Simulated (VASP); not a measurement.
Wanted: the native input for a VASP 6.6.1 run.

```
Task                   : relaxation of shape and atoms at fixed volume
Functional             : PBE
Potentials or basis    : VASP PAW PBE potentials, release 64 (Cd, S)
Cutoff                 : 600 eV
k mesh                 : 6 × 6 × 4
Occupations            : gaussian, width 0.02 eV
Spin                   : no spin polarisation
Dipole correction      : no
Further INCAR settings : ALGO = Normal; EDIFF = 1e-06; IBRION = 2; EDIFFG = -0.01; NSW = 50; ISIF = 4
```

The structure of CdS lies in POSCAR:

```
CdS
1.0
    4.2792733006      0.0000000000      0.0000000000
   -2.1396366503      3.7059593881      0.0000000000
    0.0000000000      0.0000000000      6.9618252670
Cd S
2 2
Direct
    0.3333333333      0.6666666667     -0.0008015542
    0.6666666667      0.3333333333      0.4991984458
    0.3333333333      0.6666666667      0.3758015542
    0.6666666667      0.3333333333      0.8758015542
```

These files were run (other wordings do the same):

INCAR

```
SYSTEM = CdS
PREC = Accurate ; ENCUT = 600
EDIFF = 1E-6 ; ISMEAR = 0
SIGMA = 0.02 ; LREAL = .False.
LASPH = .True. ; NELM = 100
ALGO = Normal ; ISIF = 4
LWAVE = .False. ; LCHARG = .False.
GGA = PE ; IBRION = 2
NSW = 50 ; EDIFFG = -0.01
```

KPOINTS

```
regular mesh
0
Gamma
  6 6 4
  0 0 0
```

Potentials or basis: VASP PAW PBE potentials, release 64 (Cd, S).

Run with:

```console
$ cat potpaw_PBE.64/Cd/POTCAR potpaw_PBE.64/S/POTCAR > POTCAR
$ mpirun -np 1 vasp_std > vasp.out
```

It gave:

```yaml
Pressure_after_relaxing: -2.5 GPa
Band_gap_on_the_k_mesh: 0.97 eV
```

Caveat: the relaxation stopped at its first step, so nothing moved.

Run time: 98 s on 1 thread of Intel Xeon 8259CL (shared host), peak memory 0.27 GiB.
